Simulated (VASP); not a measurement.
A run of VASP 6.6.1:

INCAR

```
PREC = Accurate ; ENCUT = 520
EDIFF = 1E-8 ; ISMEAR = -1
SIGMA = 0.15 ; LREAL = False
LASPH = True ; NELM = 100
ALGO = Normal ; ISIF = 2
LWAVE = False ; LCHARG = False
GGA = PS ; NBANDS = 16
IBRION = 8 ; NSW = 1
```

KPOINTS

```
regular mesh
0
Gamma
  18 18 14
```

File POSCAR:

```
WC
1.0
    2.8484794577      0.0000000000      0.0000000000
   -1.4242397288      2.4668555725      0.0000000000
    0.0000000000      0.0000000000      2.7887271350
W C
1 1
Direct
    0.0000000000      0.0000000000      0.0000000000
    0.6666666667      0.3333333333      0.5000000000
```

Potentials or basis: VASP PAW PBE potentials, release 64 (W_sv, C).

Run with:

```sh
$ cat potpaw_PBE.64/W_sv/POTCAR potpaw_PBE.64/C/POTCAR > POTCAR
$ mpirun -np 1 vasp_std > vasp.out
```

Hardware: 1 thread of Intel Xeon 8259CL (shared host).

Question: Estimate the wall time of this run.

Answer: It took 28 min on 1 thread of Intel Xeon 8259CL, on a shared host, peak memory 0.89 GiB. Counts: scf iterations 67, k points 296.
